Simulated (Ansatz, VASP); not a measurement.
## Ge: VASP beside Ansatz

```
Ge
1.0
     0.00000    1.86952    2.64350
     1.86952    0.00000    2.64350
     1.86952    1.86952    0.00000
Ge
1
Direct
  0.00000 0.00000 0.00000
```

Alike in both runs: task single point; functional PBE; dispersion D3(BJ); k mesh 22 × 22 × 22; occupations gaussian, width 0.15 eV; no spin polarisation.

```csv
,VASP,Ansatz
version,VASP 6.6.1,Ansatz 0.2.0
potentials or method,"VASP PAW PBE potentials, release 64 (Ge_d), cutoff 520 eV","scalar-relativistic, plane waves, PAW"
valence electrons in the cell,14,14
```

Ansatz gave:

```
gap on the k mesh at the Fermi level (eV)                     : none
pressure (GPa)                                                : 2.5
traceless stress, the component that is largest in VASP (GPa) : -4.34
```

Q: Which values does VASP return?

A: gap on the k mesh at the Fermi level (eV): none; pressure (GPa): 2.3; traceless stress, the component that is largest in VASP (GPa): -4.35.

A gap of «none» marks a metal or a gap that the smearing closes.
